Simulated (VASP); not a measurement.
# CuO (Fm-3m) in VASP: notebook

The runs below take CuO through single point, with PBE, RPBE, LDA.

All numbers are computed with VASP 6.6.1; they aren't measurements. Logs are shortened: lines on timing, memory, paths and dates and some standing lists are left out, and cuts for length are marked.

**1. The cell of the first run**

Symmetry: Fm-3m, No. 225, cubic system. Conventional cell: a = 4.233 Å, b = 4.233 Å, c = 4.233 Å, α = 90.00°, β = 90.00°, γ = 90.00°. Within 2.8 Å of Cu (site symmetry m-3m) lie 6 O at 2.12 Å. Within 2.8 Å of O (site symmetry m-3m) lie 6 Cu at 2.12 Å.

**2. Single point, PBE, collinear spin, ferromagnetic start**

The input, INCAR:

```
SYSTEM = CuO
PREC = Accurate
ENCUT = 520
EDIFF = 1E-6
ISMEAR = 0
SIGMA = 0.1
LREAL = .FALSE.
LASPH = .TRUE.
NELM = 150
ALGO = Normal
ISIF = 2
LWAVE = .FALSE.
LCHARG = .FALSE.
ISPIN = 2
MAGMOM = 5 0
LORBIT = 11
LMAXMIX = 4
GGA = PE
NBANDS = 20
NELECT = 16.9
ISYM = 0
```

The input, KPOINTS:

```
Automatic mesh
0
Gamma
  2 2 2
  0.25 0.25 0.25
```

The input, POSCAR:

```
CuO
1.0
    0.0000000000      2.1165600000      2.1165600000
    2.1165600000      0.0000000000      2.1165600000
    2.1165600000      2.1165600000      0.0000000000
Cu O
1 1
Direct
    0.0000000000      0.0000000000      0.0000000000
    0.5000000000      0.5000000000      0.5000000000
```

Potentials or basis: VASP PAW PBE potentials, release 64 (Cu, O).

Run with:

```bash
> cat potpaw_PBE.64/Cu/POTCAR potpaw_PBE.64/O/POTCAR > POTCAR
> mpirun -np 1 vasp_std > vasp.out
```

OUTCAR:

```text
SYSTEM = CuO
   PREC = Accurate
   ENCUT = 520
   EDIFF = 1E-6
   ISMEAR = 0
   LREAL = .FALSE.
   LASPH = .TRUE.
   NELM = 150
   ISIF = 2
   ISPIN = 2
   LORBIT = 11
   GGA = PE
   NELECT = 16.9
   ISYM = 0

 ion  position               nearest neighbor table
   1  0.000  0.000  0.000-   2 2.12   2 2.12   2 2.12   2 2.12   2 2.12   2 2.12
   2  0.500  0.500  0.500-   1 2.12   1 2.12   1 2.12   1 2.12   1 2.12   1 2.12

IMPORTANT INFORMATION: All symmetrisations will be switched off!
NOSYMM: (Re-)initialisation of all symmetry stuff for point group C_1.

----------------------------------------------------------------------------------------

                                     Primitive cell

  volume of cell :      18.9636

  direct lattice vectors                    reciprocal lattice vectors
     0.000000000  2.116560000  2.116560000    -0.236232377  0.236232377  0.236232377
     2.116560000  0.000000000  2.116560000     0.236232377 -0.236232377  0.236232377
     2.116560000  2.116560000  0.000000000     0.236232377  0.236232377 -0.236232377

  length of vectors
     2.993267858  2.993267858  2.993267858     0.409166479  0.409166479  0.409166479

  position of ions in fractional coordinates (direct lattice)
     0.000000000  0.000000000  0.000000000
     0.500000000  0.500000000  0.500000000

  ion indices of the primitive-cell ions
   primitive index   ion index
                 1           1
                 2           2

----------------------------------------------------------------------------------------

 KPOINTS: Automatic mesh

Automatic generation of k-mesh.
 Grid dimensions read from file:
 generate k-points for:    2    2    2

 Generating k-lattice:

  Cartesian coordinates                     Fractional coordinates (reciprocal lattice)
    -0.118116189  0.118116189  0.118116189     0.500000000  0.000000000  0.000000000
     0.118116189 -0.118116189  0.118116189     0.000000000  0.500000000  0.000000000
     0.118116189  0.118116189 -0.118116189     0.000000000  0.000000000  0.500000000

  Length of vectors
     0.204583240  0.204583240  0.204583240

  Shift w.r.t. Gamma in fractional coordinates (k-lattice)
     0.250000000  0.250000000  0.250000000

 Subroutine IBZKPT returns following result:
 ===========================================

 Found     32 irreducible k-points:

 Following reciprocal coordinates:
            Coordinates               Weight
  0.125000  0.125000  0.125000      2.000000
  0.125000  0.000000  0.000000      2.000000
  0.000000  0.000000 -0.125000      2.000000
  0.000000  0.125000  0.000000      2.000000
 -0.375000  0.125000  0.125000      2.000000
  0.125000 -0.375000  0.125000      2.000000
[... 16 lines left out ...]
  0.500000  0.500000 -0.125000      2.000000
  0.000000  0.500000  0.375000      2.000000
 [... further k-points ...]
   k-points           NKPTS =     32   k-points in BZ     NKDIM =     32   number of bands    NBANDS=     20
   number of dos      NEDOS =    301   number of ions     NIONS =      2
   total plane-waves  NPLWV =  13824
   dimension x,y,z NGX =    24 NGY =   24 NGZ =   24
   dimension x,y,z NGXF=    48 NGYF=   48 NGZF=   48
   ions per type =               1   1
   NGX,Y,Z   is equivalent  to a cutoff of  13.33, 13.33, 13.33 a.u.
   NGXF,Y,Z  is equivalent  to a cutoff of  26.66, 26.66, 26.66 a.u.
 SYSTEM =  CuO
   PREC   = accura    normal or accurate (medium, high low for compatibility)
   ISTART =      0    job   : 0-new  1-cont  2-samecut
   ICHARG =      2    charge: 1-file 2-atom 10-const
   ISPIN  =      2    spin polarized calculation?
   LNONCOLLINEAR =      F non collinear calculations
   LSORBIT =      F    spin-orbit coupling
   LASPH  =      T    aspherical Exc in radial PAW
   ENCUT  =  520.0 eV  38.22 Ry    6.18 a.u.   5.57  5.57  5.57*2*pi/ulx,y,z
   NELM   =    150;   NELMIN=  2; NELMDL= -5     # of ELM steps
   EDIFF  = 0.1E-05   stopping-criterion for ELM
   LREAL  =      F    real-space projection
   EDIFFG = 0.1E-04   stopping-criterion for IOM
   NSW    =      0    number of steps for IOM
   IBRION =     -1    ionic relax: 0-MD 1-quasi-New 2-CG
   NFREE  =      0    steps in history (QN), initial steepest desc. (CG)
   ISIF   =      2    stress and relaxation
   ISYM   =      0    0-nonsym 1-usesym 2-fastsym
   POTIM  = 0.5000    time-step for ionic-motion
   TEBEG  =    0.0;   TEEND  =   0.0 temperature during run
   PSTRESS=    0.0 pullay stress
   NELECT =      16.9000    total number of electrons
   NUPDOWN=      -1.0000    fix difference up-down
   EMIN   =  10.00;   EMAX   =-10.00  energy-range for DOS
   EFERMI =   0.00;   METHOD = LEGACY
   ISMEAR =     0;   SIGMA  =   0.10  broadening in eV -4-tet -1-fermi 0-gaus
   EFERMI_NEDOS =   21; number of points for ismear=-14 and -15
   IALGO  =     38    algorithm
   IMIX   =      4    mixing-type and parameters
     AMIX     =   0.40;   BMIX     =  1.00
     AMIX_MAG =   1.60;   BMIX_MAG =  1.00
  volume/ion in A,a.u.               =       9.48        63.99
  Fermi-wavevector in a.u.,A,eV,Ry     =   1.575420  2.977113 33.768975  2.481950
  Thomas-Fermi vector in A             =   2.676407
   LORBIT       =     11    0 simple, 1 ext, 2 COOP (PROOUT), +10 PAW based schemes
   GGA     = PE    functional components
   LHFCALC =     F    Hartree Fock is set to
   AEXX    =    0.0000 exact exchange contribution
   IVDW    =     0    specifies the selected vdW correction
   LEPSILON=     F    determine dielectric tensor
   LRPA    =     F    only Hartree local field effects (RPA)
 spin polarized calculation
 Gauss-broadening in eV      SIGMA  =   0.10
  energy-cutoff  :      520.00
  volume of cell :       18.96
 maximum number of plane-waves:       528
 NGX is ok and might be reduce to    24
   NGX = 11   NGY = 11   NGZ = 11

 number of electron      16.9000008 magnetization      -0.0725246

 number of electron      16.9000007 magnetization       0.9002508

 Free energy of the ion-electron system (eV)
  ---------------------------------------------------
  ext. energy  EPLUGINS =         0.00000000
  ---------------------------------------------------
  free energy    TOTEN  =        -9.92768555 eV

  energy without entropy =       -9.91875067  energy(sigma->0) =       -9.92321811

 E-fermi :   6.2943     XC(G=0): -12.3369

 val. band max:        6.2637581598   @ k =  -0.3750  -0.3750  -0.3750
 cond. band min:       6.8969631032   @ k =   0.0000   0.1250   0.5000
 fundamental gap:      0.6332049435
 Fermi energy:         6.2943060226

 spin component 1

 k-point     1 :       0.1250    0.1250    0.1250
  band No.  band energies     occupation
      1     -13.3177      1.00000
      2       2.3321      1.00000
      3       2.5548      1.00000
      4       2.5548      1.00000
      5       3.5772      1.00000
      6       3.5772      1.00000
[... 12 lines left out ...]
     19      33.6525      0.00000
     20      39.6762      0.00000

 k-point     2 :       0.1250    0.0000    0.0000
  band No.  band energies     occupation
      1     -13.3177      1.00000
      2       2.3321      1.00000
      3       2.5548      1.00000
      4       2.5548      1.00000
      5       3.5772      1.00000
      6       3.5772      1.00000
[... 12 lines left out ...]
     19      33.6525      0.00000
     20      39.6762      0.00000

 k-point     3 :       0.0000    0.0000   -0.1250
  band No.  band energies     occupation
      1     -13.3177      1.00000
      2       2.3321      1.00000
      3       2.5548      1.00000
      4       2.5548      1.00000
      5       3.5772      1.00000
      6       3.5772      1.00000
[... 12 lines left out ...]
     19      33.6525      0.00000
     20      39.6762      0.00000

 k-point     4 :       0.0000    0.1250    0.0000
  band No.  band energies     occupation
      1     -13.3177      1.00000
      2       2.3321      1.00000
      3       2.5548      1.00000
      4       2.5548      1.00000
      5       3.5772      1.00000
      6       3.5772      1.00000
[... 12 lines left out ...]
     19      33.6525      0.00000
     20      39.6762      0.00000

 k-point     5 :      -0.3750    0.1250    0.1250
  band No.  band energies     occupation
      1     -12.2107      1.00000
      2      -1.0347      1.00000
      3       0.9393      1.00000
      4       1.1211      1.00000
      5       3.9608      1.00000
      6       4.0933      1.00000
[... 12 lines left out ...]
     19      36.2446      0.00000
     20      44.9615      0.00000
[... 353 lines left out ...]
      6       4.1446      1.00000
[... 12 lines left out ...]
     19      40.3120      0.00000
     20      42.7333      0.00000

 k-point    22 :       0.1250    0.5000    0.5000
  band No.  band energies     occupation
      1     -12.1390      1.00000
      2      -0.0532      1.00000
      3       1.6273      1.00000
      4       2.0222      1.00000
      5       3.2794      1.00000
      6       4.1446      1.00000
[... 12 lines left out ...]
     19      40.3120      0.00000
     20      42.7333      0.00000

 k-point    23 :       0.5000    0.5000   -0.1250
  band No.  band energies     occupation
      1     -12.1390      1.00000
      2      -0.0532      1.00000
      3       1.6273      1.00000
      4       2.0222      1.00000
      5       3.2794      1.00000
      6       4.1446      1.00000
[... 12 lines left out ...]
     19      40.3120      0.00000
     20      42.7333      0.00000

 k-point    24 :       0.0000    0.5000    0.3750
  band No.  band energies     occupation
      1     -12.1390      1.00000
      2      -0.0532      1.00000
      3       1.6273      1.00000
      4       2.0222      1.00000
      5       3.2794      1.00000
      6       4.1446      1.00000
[... 12 lines left out ...]
     19      40.3120      0.00000
     20      42.7333      0.00000

 [... further k-points ...]

 spin component 2

 k-point     1 :       0.1250    0.1250    0.1250
  band No.  band energies     occupation
      1     -12.7658      1.00000
      2       2.7966      1.00000
      3       3.2397      1.00000
      4       3.2397      1.00000
      5       3.9772      1.00000
      6       3.9772      1.00000
[... 12 lines left out ...]
     19      33.8503      0.00000
     20      39.8917      0.00000

 k-point     2 :       0.1250    0.0000    0.0000
  band No.  band energies     occupation
      1     -12.7658      1.00000
      2       2.7966      1.00000
      3       3.2397      1.00000
      4       3.2397      1.00000
      5       3.9772      1.00000
      6       3.9772      1.00000
[... 12 lines left out ...]
     19      33.8503      0.00000
     20      39.8917      0.00000

 k-point     3 :       0.0000    0.0000   -0.1250
  band No.  band energies     occupation
      1     -12.7658      1.00000
      2       2.7966      1.00000
      3       3.2397      1.00000
      4       3.2397      1.00000
      5       3.9772      1.00000
      6       3.9772      1.00000
[... 12 lines left out ...]
     19      33.8503      0.00000
     20      39.8917      0.00000

 k-point     4 :       0.0000    0.1250    0.0000
  band No.  band energies     occupation
      1     -12.7658      1.00000
      2       2.7966      1.00000
      3       3.2397      1.00000
      4       3.2397      1.00000
      5       3.9772      1.00000
      6       3.9772      1.00000
[... 12 lines left out ...]
     19      33.8503      0.00000
     20      39.8917      0.00000

 k-point     5 :      -0.3750    0.1250    0.1250
  band No.  band energies     occupation
      1     -11.5825      1.00000
      2      -0.7028      1.00000
      3       1.5472      1.00000
      4       1.7641      1.00000
      5       4.3653      1.00000
      6       4.4937      1.00000
[... 12 lines left out ...]
     19      36.4467      0.00000
     20      45.1508      0.00000
[... 353 lines left out ...]
      6       4.6097      1.00000
[... 12 lines left out ...]
     19      40.3929      0.00000
     20      42.8153      0.00000

 k-point    22 :       0.1250    0.5000    0.5000
  band No.  band energies     occupation
      1     -11.5011      1.00000
      2       0.3440      1.00000
      3       2.0877      1.00000
      4       2.6283      1.00000
      5       3.6589      1.00000
      6       4.6097      1.00000
[... 12 lines left out ...]
     19      40.3929      0.00000
     20      42.8153      0.00000

 k-point    23 :       0.5000    0.5000   -0.1250
  band No.  band energies     occupation
      1     -11.5011      1.00000
      2       0.3440      1.00000
      3       2.0877      1.00000
      4       2.6283      1.00000
      5       3.6589      1.00000
      6       4.6097      1.00000
[... 12 lines left out ...]
     19      40.3929      0.00000
     20      42.8153      0.00000

 k-point    24 :       0.0000    0.5000    0.3750
  band No.  band energies     occupation
      1     -11.5011      1.00000
      2       0.3440      1.00000
      3       2.0877      1.00000
      4       2.6283      1.00000
      5       3.6589      1.00000
      6       4.6097      1.00000
[... 12 lines left out ...]
     19      40.3929      0.00000
     20      42.8153      0.00000

 [... further k-points ...]

------------------------ aborting loop because EDIFF is reached ----------------------------------------

  FORCE on cell =-STRESS in cart. coord.  units (eV):
  Direction    XX          YY          ZZ          XY          YZ          ZX
  --------------------------------------------------------------------------------------
  -------------------------------------------------------------------------------------
  Total       -0.9138108     -0.9137975     -0.9137954      0.0000220      0.0000198      0.0000171
  in kB      -77.2049446    -77.2038242    -77.2036444      0.0018561      0.0016751      0.0014421
  external PRESSURE =     -77.2041377 kB  Pullay stress =       0.0000000 kB

 VOLUME and BASIS-vectors are now :
 -----------------------------------------------------------------------------
  energy-cutoff  :      520.00
  volume of cell :       18.96
      direct lattice vectors                 reciprocal lattice vectors
     0.000000000  2.116560000  2.116560000    -0.236232377  0.236232377  0.236232377
     2.116560000  0.000000000  2.116560000     0.236232377 -0.236232377  0.236232377
     2.116560000  2.116560000  0.000000000     0.236232377  0.236232377 -0.236232377

 POSITION                                       TOTAL-FORCE (eV/Angst)
 -----------------------------------------------------------------------------------
      0.00000      0.00000      0.00000        -0.000001      0.000002     -0.000001
      2.11656      2.11656      2.11656         0.000001     -0.000002      0.000001
 -----------------------------------------------------------------------------------
    total drift:                                0.000003     -0.000004     -0.000002

  FREE ENERGIE OF THE ION-ELECTRON SYSTEM (eV)
  ---------------------------------------------------
  free  energy   TOTEN  =        -9.9276855503 eV

  energy  without entropy=       -9.9187506722  energy(sigma->0) =       -9.92321811

 total charge

# of ion       s       p       d       tot
------------------------------------------
    1        0.277   0.316   9.135   9.727
    2        1.559   3.371   0.000   4.930
--------------------------------------------------
tot          1.836   3.687   9.135  14.658

 magnetization (x)

# of ion       s       p       d       tot
------------------------------------------
    1       -0.009   0.001   0.521   0.513
    2        0.009   0.347   0.000   0.357
--------------------------------------------------
tot          0.000   0.349   0.521   0.870
```

Wall time 21 s (1 thread of Intel Xeon Platinum 8375C at 2.90GHz (Ice Lake), shared host); peak memory 0.15 GiB.

Results:

```
Free energy                                           : -9.9277 eV
Net moment                                            : 0.90 μB per cell
Site moments                                          : Cu +0.51; O +0.36 μB
Valence electrons inside the program's atomic spheres : Cu 9.73; O 4.93
```

Levels at points of the mesh, in eV from the Fermi level:
Spin up:
| k point | band 5 | band 6 | band 7 | band 8 | band 9 | band 10 | band 11 | band 12 | band 13 | band 14 |
| --- | --- | --- | --- | --- | --- | --- | --- | --- | --- | --- |
| (0.12, 0.12, 0.12) | -2.72 | -2.72 | -2.39 | -1.65 | -1.65 | 2.37 | 15.02 | 17.84 | 17.84 | 19.71 |
Spin down:
```tsv
k point	band 5	band 6	band 7	band 8	band 9	band 10	band 11	band 12
(0.12, 0.12, 0.12)	-2.32	-2.32	-1.99	-0.86	-0.86	2.68	15.09	17.93
```

Caveat: the k points lie up to 1.29 Å⁻¹ apart; the cell carries a net charge on a neutralising background, which shifts energy and pressure; the cell is charged against a uniform background, so pressure and absolute levels hang on convention; the moment fell far below its start of 5 μB, so a state of higher moment may lie lower in energy; a cell with one magnetic atom can't hold antiferromagnetic order, which such compounds often take; semilocal functionals often make such compounds metallic where correlation or magnetic order opens a gap, which also shifts bond lengths.

(Part 1 of 3 ends here.)
